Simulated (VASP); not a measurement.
# Ru (P6_3/mmc) in VASP: a series of runs

The runs below take Ru through single point, with r2SCAN.

Everything below comes from runs of VASP 6.6.1. Logs are shortened: lines on timing, memory, paths and dates and some standing lists are left out, and cuts for length are marked.

## Step 1: The cell of the first run

It takes space group P6_3/mmc (No. 194, hexagonal). Conventional cell: a = 4.102 Å, b = 4.102 Å, c = 4.795 Å, α = 90.00°, β = 90.00°, γ = 120.00°. Ru (site symmetry -6m2) has 5 Ru at 2.37 to 2.40 Å within 3.1 Å. Within 3.1 Å of Ru (site symmetry -6m2) lie 3 Ru at 2.37 Å.

## Step 2: Single point, r2SCAN

POSCAR reads:

```
Ru
1.0
    4.1017972914      0.0000000000      0.0000000000
   -2.0508986457      3.5522606555      0.0000000000
    0.0000000000      0.0000000000      4.7948581879
Ru
4
Direct
    0.0000000000      0.0000000000      0.2500000000
    0.0000000000      0.0000000000      0.7500000000
    0.3333333333      0.6666666667      0.7500000000
    0.6666666667      0.3333333333      0.2500000000
```

INCAR.step1 reads:

```
PREC = Accurate
ENCUT = 660
ISMEAR = 0
SIGMA = 0.1
LREAL = False
LASPH = True
NELM = 120
NBANDS = 40
GGA = PE
ALGO = Normal
EDIFF = 1E-5
LWAVE = True
LCHARG = False
GGA_COMPAT = False
```

INCAR.step2 reads:

```
PREC = Accurate
ENCUT = 660
EDIFF = 1E-6
ISMEAR = 0
SIGMA = 0.1
LREAL = False
LASPH = True
NELM = 120
ALGO = Normal
ISIF = 2
LWAVE = False
LCHARG = False
METAGGA = R2SCAN
LMIXTAU = True
NBANDS = 40
ISTART = 1
GGA_COMPAT = False
```

KPOINTS reads:

```
Automatic mesh
0
Gamma
  6 6 2
```

Potentials or basis: VASP PAW PBE potentials, release 64 (Ru_sv).

The run is started by

```
cat potpaw_PBE.64/Ru_sv/POTCAR > POTCAR
cp INCAR.step1 INCAR
mpirun -np 1 vasp_std > vasp.out
cp INCAR.step2 INCAR
mpirun -np 1 vasp_std > vasp.out
```

OUTCAR:

```text
PREC = Accurate
   ENCUT = 660
   EDIFF = 1E-6
   ISMEAR = 0
   LREAL = False
   LASPH = True
   NELM = 120
   ISIF = 2
   METAGGA = R2SCAN
   ISTART = 1

 ion  position               nearest neighbor table
   1  0.000  0.000  0.250-   4 2.37   4 2.37   4 2.37   2 2.40   2 2.40
   2  0.000  0.000  0.750-   3 2.37   3 2.37   3 2.37   1 2.40   1 2.40
   3  0.333  0.667  0.750-   2 2.37   2 2.37   2 2.37
   4  0.667  0.333  0.250-   1 2.37   1 2.37   1 2.37

  LATTYP: Found a hexagonal cell.
 ALAT       =     4.1017972914
 C/A-ratio  =     1.1689651748

  Lattice vectors:

 A1 = (   4.1017972914,   0.0000000000,   0.0000000000)
 A2 = (  -2.0508986457,   3.5522606555,   0.0000000000)
 A3 = (   0.0000000000,   0.0000000000,   4.7948581879)

Analysis of symmetry for initial positions (statically):
=====================================================================
 Subroutine PRICEL returns:
 Original cell was already a primitive cell.

 Routine SETGRP: Setting up the symmetry group for a
 hexagonal supercell.

 Subroutine GETGRP returns: Found 24 space group operations
 (whereof 12 operations were pure point group operations)
 out of a pool of 24 trial point group operations.

The static configuration has the point symmetry D_3d.
 The point group associated with its full space group is D_6h.

Analysis of symmetry for dynamics (positions and initial velocities):
=====================================================================
 Subroutine PRICEL returns:
 Original cell was already a primitive cell.

 Routine SETGRP: Setting up the symmetry group for a
 hexagonal supercell.

 Subroutine GETGRP returns: Found 24 space group operations
 (whereof 12 operations were pure point group operations)
 out of a pool of 24 trial point group operations.

The dynamic configuration has the point symmetry D_3d.
 The point group associated with its full space group is D_6h.

 Subroutine INISYM returns: Found 24 space group operations
 (whereof 12 operations are pure point group operations),
 and found     1 'primitive' translations

----------------------------------------------------------------------------------------

                                     Primitive cell

  volume of cell :      69.8642

  direct lattice vectors                    reciprocal lattice vectors
     4.101797291  0.000000000  0.000000000     0.243795568  0.140755437  0.000000000
    -2.050898646  3.552260656  0.000000000     0.000000000  0.281510873  0.000000000
     0.000000000  0.000000000  4.794858188     0.000000000  0.000000000  0.208556742

  length of vectors
     4.101797291  4.101797291  4.794858188     0.281510873  0.281510873  0.208556742

  position of ions in fractional coordinates (direct lattice)
     0.000000000  0.000000000  0.250000000
     0.000000000  0.000000000  0.750000000
     0.333333333  0.666666667  0.750000000
     0.666666667  0.333333333  0.250000000

  ion indices of the primitive-cell ions
   primitive index   ion index
                 1           1
                 2           2
                 3           3
                 4           4

----------------------------------------------------------------------------------------

 KPOINTS: Automatic mesh

Automatic generation of k-mesh.
 Grid dimensions read from file:
 generate k-points for:    6    6    2

 Generating k-lattice:

  Cartesian coordinates                     Fractional coordinates (reciprocal lattice)
     0.040632595  0.023459239  0.000000000     0.166666667  0.000000000  0.000000000
     0.000000000  0.046918479  0.000000000     0.000000000  0.166666667  0.000000000
     0.000000000  0.000000000  0.104278371     0.000000000  0.000000000  0.500000000

  Length of vectors
     0.046918479  0.046918479  0.104278371

  Shift w.r.t. Gamma in fractional coordinates (k-lattice)
     0.000000000  0.000000000  0.000000000

 Subroutine IBZKPT returns following result:
 ===========================================

 Found     14 irreducible k-points:

 Following reciprocal coordinates:
            Coordinates               Weight
  0.000000  0.000000  0.000000      1.000000
  0.166667  0.000000  0.000000      6.000000
  0.333333 -0.000000  0.000000      6.000000
  0.500000  0.000000  0.000000      3.000000
  0.166667  0.166667  0.000000      6.000000
  0.333333  0.166667  0.000000     12.000000
  0.333333  0.333333  0.000000      2.000000
  0.000000  0.000000  0.500000      1.000000
  0.166667  0.000000  0.500000      6.000000
  0.333333 -0.000000  0.500000      6.000000
  0.500000  0.000000  0.500000      3.000000
  0.166667  0.166667  0.500000      6.000000
  0.333333  0.166667  0.500000     12.000000
  0.333333  0.333333  0.500000      2.000000
   k-points           NKPTS =     14   k-points in BZ     NKDIM =     14   number of bands    NBANDS=     40
   number of dos      NEDOS =    301   number of ions     NIONS =      4
   total plane-waves  NPLWV =  51840
   dimension x,y,z NGX =    36 NGY =   36 NGZ =   40
   dimension x,y,z NGXF=    72 NGYF=   72 NGZF=   80
   ions per type =               4
   NGX,Y,Z   is equivalent  to a cutoff of  14.59, 14.59, 13.87 a.u.
   NGXF,Y,Z  is equivalent  to a cutoff of  29.18, 29.18, 27.74 a.u.
 SYSTEM =  unknown system
   PREC   = accura    normal or accurate (medium, high low for compatibility)
   ISTART =      1    job   : 0-new  1-cont  2-samecut
   ICHARG =      0    charge: 1-file 2-atom 10-const
   ISPIN  =      1    spin polarized calculation?
   LNONCOLLINEAR =      F non collinear calculations
   LSORBIT =      F    spin-orbit coupling
   LASPH  =      T    aspherical Exc in radial PAW
   ENCUT  =  660.0 eV  48.51 Ry    6.96 a.u.   8.59  8.59 10.04*2*pi/ulx,y,z
   NELM   =    120;   NELMIN=  2; NELMDL=  0     # of ELM steps
   EDIFF  = 0.1E-05   stopping-criterion for ELM
   LREAL  =      F    real-space projection
   EDIFFG = 0.1E-04   stopping-criterion for IOM
   NSW    =      0    number of steps for IOM
   IBRION =     -1    ionic relax: 0-MD 1-quasi-New 2-CG
   NFREE  =      0    steps in history (QN), initial steepest desc. (CG)
   ISIF   =      2    stress and relaxation
   ISYM   =      2    0-nonsym 1-usesym 2-fastsym
   POTIM  = 0.5000    time-step for ionic-motion
   TEBEG  =    0.0;   TEEND  =   0.0 temperature during run
   PSTRESS=    0.0 pullay stress
   NELECT =      64.0000    total number of electrons
   NUPDOWN=      -1.0000    fix difference up-down
   EMIN   =  10.00;   EMAX   =-10.00  energy-range for DOS
   EFERMI =   0.00;   METHOD = LEGACY
   ISMEAR =     0;   SIGMA  =   0.10  broadening in eV -4-tet -1-fermi 0-gaus
   EFERMI_NEDOS =   21; number of points for ismear=-14 and -15
   IALGO  =     38    algorithm
   IMIX   =      4    mixing-type and parameters
     AMIX     =   0.40;   BMIX     =  1.00
     AMIX_MAG =   1.60;   BMIX_MAG =  1.00
  volume/ion in A,a.u.               =      17.47       117.87
  Fermi-wavevector in a.u.,A,eV,Ry     =   1.589949  3.004568 34.394687  2.527938
  Thomas-Fermi vector in A             =   2.688720
   LORBIT       =      0    0 simple, 1 ext, 2 COOP (PROOUT), +10 PAW based schemes
   METAGGA = R2SCAN    functional components
   LHFCALC =     F    Hartree Fock is set to
   AEXX    =    0.0000 exact exchange contribution
   IVDW    =     0    specifies the selected vdW correction
   LEPSILON=     F    determine dielectric tensor
   LRPA    =     F    only Hartree local field effects (RPA)
 non-spin polarized calculation
 Gauss-broadening in eV      SIGMA  =   0.10
  energy-cutoff  :      660.00
  volume of cell :       69.86
 maximum number of plane-waves:      2700
 NGX is ok and might be reduce to    36
   NGX = 17   NGY = 17   NGZ = 21

 number of electron      64.0000005 magnetization

 Free energy of the ion-electron system (eV)
  ---------------------------------------------------
  ext. energy  EPLUGINS =         0.00000000
  ---------------------------------------------------
  free energy    TOTEN  =       -96.48173710 eV

  energy without entropy =      -96.45168569  energy(sigma->0) =      -96.46671139

 E-fermi :  11.0492     XC(G=0): -13.3578

 val. band max:       10.9149549901   @ k =   0.0000   0.0000   0.5000
 cond. band min:      11.0753259455   @ k =   0.3333  -0.0000   0.5000
 fundamental gap:      0.1603709554
 Fermi energy:        11.0491626147

 k-point     1 :       0.0000    0.0000    0.0000
  band No.  band energies     occupation
      1     -64.5626      2.00000
      2     -64.3502      2.00000
      3     -63.8208      2.00000
      4     -63.7926      2.00000
      5     -34.4939      2.00000
      6     -34.1472      2.00000
[... 32 lines left out ...]
     39      18.6933      0.00000
     40      19.7420      0.00000

 k-point     2 :       0.1667    0.0000    0.0000
  band No.  band energies     occupation
      1     -64.5504      2.00000
      2     -64.3350      2.00000
      3     -63.8336      2.00000
      4     -63.8094      2.00000
      5     -34.4887      2.00000
      6     -34.1747      2.00000
[... 32 lines left out ...]
     39      17.3822      0.00000
     40      17.9512      0.00000

 k-point     3 :       0.3333   -0.0000    0.0000
  band No.  band energies     occupation
      1     -64.5246      2.00000
      2     -64.3011      2.00000
      3     -63.8600      2.00000
      4     -63.8468      2.00000
      5     -34.4782      2.00000
      6     -34.2255      2.00000
[... 32 lines left out ...]
     39      15.5942      0.00000
     40      15.9108      0.00000

 k-point     4 :       0.5000    0.0000    0.0000
  band No.  band energies     occupation
      1     -64.5109      2.00000
      2     -64.2820      2.00000
      3     -63.8711      2.00000
      4     -63.8707      2.00000
      5     -34.4729      2.00000
      6     -34.2492      2.00000
[... 32 lines left out ...]
     39      14.0942      0.00000
     40      17.8636      0.00000
[... 342 lines left out ...]
     39      17.5400      0.00000
     40      17.5400      0.00000

 k-point    13 :       0.3333    0.1667    0.5000
  band No.  band energies     occupation
      1     -64.3972      2.00000
      2     -64.3972      2.00000
      3     -63.8713      2.00000
      4     -63.8713      2.00000
      5     -34.1875      2.00000
      6     -34.1875      2.00000
[... 32 lines left out ...]
     39      14.9599      0.00000
     40      14.9599      0.00000

 k-point    14 :       0.3333    0.3333    0.5000
  band No.  band energies     occupation
      1     -64.3888      2.00000
      2     -64.3888      2.00000
      3     -63.8801      2.00000
      4     -63.8801      2.00000
      5     -34.2157      2.00000
      6     -34.2157      2.00000
[... 32 lines left out ...]
     39      13.8055      0.00000
     40      13.8055      0.00000

------------------------ aborting loop because EDIFF is reached ----------------------------------------

  FORCE on cell =-STRESS in cart. coord.  units (eV):
  Direction    XX          YY          ZZ          XY          YZ          ZX
  --------------------------------------------------------------------------------------
  -------------------------------------------------------------------------------------
  Total        0.0283800      0.0283800     -0.0131205      0.0000000      0.0000000      0.0000000
  in kB        0.6508301      0.6508301     -0.3008889      0.0000000      0.0000000      0.0000000
  external PRESSURE =       0.3335905 kB  Pullay stress =       0.0000000 kB

 VOLUME and BASIS-vectors are now :
 -----------------------------------------------------------------------------
  energy-cutoff  :      660.00
  volume of cell :       69.86
      direct lattice vectors                 reciprocal lattice vectors
     4.101797291  0.000000000  0.000000000     0.243795568  0.140755437  0.000000000
    -2.050898646  3.552260656  0.000000000     0.000000000  0.281510873  0.000000000
     0.000000000  0.000000000  4.794858188     0.000000000  0.000000000  0.208556742

 POSITION                                       TOTAL-FORCE (eV/Angst)
 -----------------------------------------------------------------------------------
      0.00000      0.00000      1.19871         0.000000      0.000000      0.000000
      0.00000      0.00000      3.59614         0.000000     -0.000000      0.000000
     -0.00000      2.36817      3.59614         0.000000      0.000000     -0.000000
      2.05090      1.18409      1.19871        -0.000000      0.000000      0.000000
 -----------------------------------------------------------------------------------
    total drift:                               -0.000000      0.000000     -0.000000

  FREE ENERGIE OF THE ION-ELECTRON SYSTEM (eV)
  ---------------------------------------------------
  free  energy   TOTEN  =       -96.4817371016 eV

  energy  without entropy=      -96.4516856870  energy(sigma->0) =      -96.46671139
```

It took 2.2 min on 1 thread of AMD EPYC 9R45 (Zen 5), shared host; peak memory 0.2 GiB.

What came out:

```
Free energy            : -96.4817 eV
Pressure               : 0.0 GPa
Band gap on the k mesh : zero (bands 32 and 33 overlap by 1.01 eV)
```

Stress tensor (GPa, compression positive):
```
 0.07  0.00  0.00
 0.00  0.07  0.00
 0.00  0.00 -0.03
```

Caveat: the k points lie up to 0.66 Å⁻¹ apart, too coarse for converged energies and pressures of a metal; the PAW data sets were made with another functional, which shifts forces and pressure a little.

## Step 3: Single point, r2SCAN

This run uses another cell than the first one, of 14.61 Å³/atom.

POSCAR reads:

```
Ru
1.0
    2.9151342121      0.0000000000      0.0000000000
   -1.4575671061      2.5245802831      0.0000000000
    0.0000000000      0.0000000000      7.9395931794
Ru
4
Direct
    0.0000000000      0.0000000000      0.2500000000
    0.0000000000      0.0000000000      0.7500000000
    0.3333333333      0.6666666667      0.7500000000
    0.6666666667      0.3333333333      0.2500000000
```

INCAR.step1 is that of step 2.

Edit INCAR.step2 of step 2 so:

```diff
@@ -11,5 +11,7 @@
 LWAVE = False
-LCHARG = False
+LCHARG = True
 METAGGA = R2SCAN
 LMIXTAU = True
+LELF = True
+LVHAR = True
 NBANDS = 40
```

KPOINTS reads:

```
regular mesh
0
Gamma
  9 9 2
```

Potentials or basis: VASP PAW PBE potentials, release 64 (Ru_sv).

The run is started by

```
cat potpaw_PBE.64/Ru_sv/POTCAR > POTCAR
cp INCAR.step1 INCAR
mpirun -np 1 vasp_std > vasp.out
cp INCAR.step2 INCAR
mpirun -np 1 vasp_std > vasp.out
```

OUTCAR:

```text
PREC = Accurate
   ENCUT = 660
   EDIFF = 1E-6
   ISMEAR = 0
   LREAL = False
   LASPH = True
   NELM = 120
   ISIF = 2
   METAGGA = R2SCAN
   ISTART = 1

 ion  position               nearest neighbor table
   1  0.000  0.000  0.250-   4 1.68   4 1.68   4 1.68
   2  0.000  0.000  0.750-   3 1.68   3 1.68   3 1.68
   3  0.333  0.667  0.750-   2 1.68   2 1.68   2 1.68
   4  0.667  0.333  0.250-   1 1.68   1 1.68   1 1.68

  LATTYP: Found a hexagonal cell.
[... 1228 lines left out ...]

  FORCE on cell =-STRESS in cart. coord.  units (eV):
  Direction    XX          YY          ZZ          XY          YZ          ZX
  --------------------------------------------------------------------------------------
  -------------------------------------------------------------------------------------
  Total      248.8384090    248.8384090     -0.2839276     -0.0000000      0.0000000      0.0000000
  in kB     6823.1042646   6823.1042645     -7.7852442     -0.0000001      0.0000000      0.0000000
  external PRESSURE =    4546.1410950 kB  Pullay stress =       0.0000000 kB

 VOLUME and BASIS-vectors are now :
 -----------------------------------------------------------------------------
  energy-cutoff  :      660.00
  volume of cell :       58.43
      direct lattice vectors                 reciprocal lattice vectors
     2.915134212  0.000000000  0.000000000     0.343037379  0.198052723  0.000000000
    -1.457567106  2.524580283  0.000000000     0.000000000  0.396105446  0.000000000
     0.000000000  0.000000000  7.939593179     0.000000000  0.000000000  0.125951038

 POSITION                                       TOTAL-FORCE (eV/Angst)
 -----------------------------------------------------------------------------------
      0.00000      0.00000      1.98490        -0.000000      0.000000      0.000000
      0.00000      0.00000      5.95469        -0.000000     -0.000000     -0.000000
     -0.00000      1.68305      5.95469         0.000000     -0.000000      0.000000
      1.45757      0.84153      1.98490        -0.000000      0.000000     -0.000000
 -----------------------------------------------------------------------------------
    total drift:                                0.000000     -0.000000      0.000000

  FREE ENERGIE OF THE ION-ELECTRON SYSTEM (eV)
  ---------------------------------------------------
  free  energy   TOTEN  =       -36.0851001985 eV

  energy  without entropy=      -36.0748083013  energy(sigma->0) =      -36.07995425
```

OSZICAR.step1:

```text
N       E                     dE             d eps       ncg     rms          rms(c)
DAV:   1     0.134719213588E+04    0.13472E+04   -0.49475E+04  1944   0.222E+03
DAV:   2     0.849789589452E+02   -0.12622E+04   -0.12168E+04  2152   0.726E+02
DAV:   3     0.288943173307E+02   -0.56085E+02   -0.54292E+02  2296   0.176E+02
DAV:   4     0.280117470364E+02   -0.88257E+00   -0.88110E+00  2032   0.232E+01
DAV:   5     0.279954050992E+02   -0.16342E-01   -0.16340E-01  2192   0.312E+00    0.198E+02
DAV:   6     0.291657695463E+02    0.11704E+01   -0.18051E+00  2168   0.861E+00    0.123E+02
DAV:   7     0.294080222342E+02    0.24225E+00   -0.30935E-01  2120   0.368E+00    0.852E+00
DAV:   8     0.294255677782E+02    0.17546E-01   -0.61783E-02  2088   0.167E+00    0.401E-01
DAV:   9     0.294257004653E+02    0.13269E-03   -0.30564E-03  2056   0.460E-01    0.861E-02
DAV:  10     0.294257215233E+02    0.21058E-04   -0.20238E-04  2160   0.109E-01    0.212E-02
DAV:  11     0.294257167326E+02   -0.47907E-05   -0.16332E-05  1488   0.308E-02
   1 F= 0.29425717E+02 E0= 0.29432406E+02  d E =-.133780E-01
```

It took 2.2 min on 1 thread of Intel Xeon Platinum 8375C at 2.90GHz (Ice Lake), shared host; peak memory 0.22 GiB.

What came out:

```
Free energy            : -36.0851 eV
Pressure               : 454.6 GPa
Band gap on the k mesh : zero (bands 32 and 33 overlap by 3.32 eV)
```

Stress tensor (GPa, compression positive):
```
682.31   0.00   0.00
  0.00 682.31   0.00
  0.00   0.00  -0.78
```

Caveat: the k points lie up to 0.40 Å⁻¹ apart, too coarse for converged energies and pressures of a metal; atoms lie so close that the PAW spheres overlap strongly, which falsifies energies and pressures; the PAW data sets were made with another functional, which shifts forces and pressure a little.
